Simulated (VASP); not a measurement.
Runs of VASP 6.6.1 on GaSb2Te2. The structure is that of space group P6/mmm (No. 191), or close to it. The cells are those of the table. 

```csv
task,cell,k mesh,cutoff (eV),gap on the mesh (eV),pressure (GPa),relaxed volume (Å³/atom)
single point,"a = 5.623, b = 5.623, c = 6.093 Å, angles 90.0, 90.0, 120.0°, 5 atoms",12 × 12 × 6,520,none,0.0,-
single point,"a = 5.400, b = 5.400, c = 6.593 Å, angles 90.0, 90.0, 120.0°, 5 atoms",6 × 6 × 2,520,none,0.1,-
single point,"a = 4.646, b = 4.646, c = 9.389 Å, angles 90.0, 90.0, 120.0°, 5 atoms",6 × 6 × 2,520,none,(a),-
single point,"a = 5.585, b = 5.585, c = 6.213 Å, angles 90.0, 90.0, 120.0°, 5 atoms",6 × 6 × 4,520,none,-0.1,-
relaxation of cell and atoms,"relaxed from a = 4.646, b = 4.646, c = 9.389 Å, angles 90.0, 90.0, 120.0°, 5 atoms",6 × 6 × 2,600,none,0.1,33.30
relaxation of cell and atoms,"relaxed from a = 5.400, b = 5.400, c = 6.593 Å, angles 90.0, 90.0, 120.0°, 5 atoms",6 × 6 × 4,600,none,0.0,33.49
```

Alike in all rows: level PBE; potentials or basis VASP PAW PBE potentials, release 64 (Ga_d, Sb, Te); no spin polarisation; smearing gaussian 0.1 eV.

Q: Estimate the missing entries.

A: (a) 17.4.

Caveats: some runs use coarse meshes; spin-orbit coupling is left out, which moves the levels of the heavy elements; this functional lacks dispersion, which binds the layers, so the pressure and a relaxed spacing across them are unreliable (some runs).

A k mesh can miss the band edges, and the runs leave out spin-orbit coupling on Ga, Sb, Te.

A gap of «none» marks levels without a gap at the run's occupations.
